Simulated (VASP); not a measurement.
A run of VASP 6.6.1 is set up as follows.

POSCAR

```
Au
1.0
   -1.6572690000      1.6572690000      1.6572690000
    1.6572690000     -1.6572690000      1.6572690000
    1.6572690000      1.6572690000     -1.6572690000
Au
1
Direct
    0.0000000000      0.0000000000      0.0000000000
```

Contents of INCAR.step1:

```
ALGO = Normal
EDIFF = 1E-5
ENCUT = 520
GGA = PE
GGA_COMPAT = F
ISIF = 2
ISMEAR = -1
LASPH = T
LMAXMIX = 4
LORBIT = 11
LORBMOM = T
LREAL = F
LSORBIT = T
LWAVE = T
MAGMOM = 0 0 0
NBANDS = 22
NELM = 150
PREC = Accurate
SIGMA = 0.05
```

Contents of INCAR.step2:

```
ALGO = Normal
EDIFF = 1E-6
ENCUT = 520
GGA = PE
GGA_COMPAT = F
HFSCREEN = 0.2079
ISIF = 2
ISMEAR = -1
ISTART = 1
LASPH = T
LCHARG = T
LHFCALC = T
LMAXMIX = 4
LORBIT = 11
LORBMOM = T
LREAL = F
LSORBIT = T
LVHAR = T
LWAVE = F
MAGMOM = 0 0 0
NBANDS = 22
NELM = 150
PREC = Accurate
PRECFOCK = Normal
SIGMA = 0.05
```

File KPOINTS:

```
k-points
0
Gamma
  5 5 5
```

Potentials or basis: VASP PAW PBE potentials, release 64 (Au).

The run is started by

```console
$ cat potpaw_PBE.64/Au/POTCAR > POTCAR
$ cp INCAR.step1 INCAR
$ mpirun -np 1 vasp_ncl > vasp.out
$ cp INCAR.step2 INCAR
$ mpirun -np 1 vasp_ncl > vasp.out
```

(1) What does it give for the net moment?

(2) What does it give for the pressure?

Results:

(1) 0.00 μB per cell.

(2) -5.2 GPa.

Caveat: the k points lie up to 0.54 Å⁻¹ apart; the PAW data sets were made with another functional, which shifts forces and pressure a little.
